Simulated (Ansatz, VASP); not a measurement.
# CuI in VASP and in Ansatz

Contents of INCAR:

```
ALGO = Normal
EDIFF = 1E-7
ENCUT = 520
GGA = PE
ISIF = 2
ISMEAR = 0
LASPH = True
LCHARG = True
LELF = True
LREAL = False
LVHAR = True
LWAVE = False
NBANDS = 16
NELM = 60
PREC = Accurate
SIGMA = 0.012
```

The input KPOINTS:

```
k-points
0
Gamma
  8 8 8
```

The input POSCAR:

```
CuI
1.0
    0.0000000000      3.0315000000      3.0315000000
    3.0315000000      0.0000000000      3.0315000000
    3.0315000000      3.0315000000      0.0000000000
I Cu
1 1
Direct
    0.0000000000      0.0000000000      0.0000000000
    0.7500000000      0.7500000000      0.7500000000
```

Contents of input.yaml:

```yaml
crystal:
  lattice:
    - [0.0, 3.0315, 3.0315]
    - [3.0315, 0.0, 3.0315]
    - [3.0315, 3.0315, 0.0]
  atoms:
    - { symbol: I, position: [0.0, 0.0, 0.0] }
    - { symbol: Cu, position: [0.75, 0.75, 0.75] }
kpoints:
  mp_grid: { grid: [8, 8, 8] }
scf:
  occupations: { method: gaussian, width: 0.012 }
hamiltonian:
  xc: pbe
  pseudopotentials: { kind: all_electron, lapw: { basis_error: 0.001 } }
output:
  forces: true
  stress: true
  eigenvalues: true
```

Alike in both runs: task single point; functional PBE; k mesh 8 × 8 × 8; occupations gaussian, width 0.012 eV; no spin polarisation.

|  | VASP | Ansatz |
| --- | --- | --- |
| version | VASP 6.6.1 | Ansatz 0.2.0 |
| potentials or method | VASP PAW PBE potentials, release 64 (I, Cu), cutoff 520 eV | all-electron LAPW, scalar-relativistic |

Ansatz gave:

- gap on the k mesh at the Fermi level (eV): 1.12
- least direct gap on the mesh (eV): 1.12
- pressure (GPa): 0.3

Which values does VASP return?

gap on the k mesh at the Fermi level (eV): 1.14; least direct gap on the mesh (eV): 1.14; pressure (GPa): 0.3.

Ansatz ran all-electron here, and VASP with PAW potentials.

Neither program's run includes spin-orbit coupling.
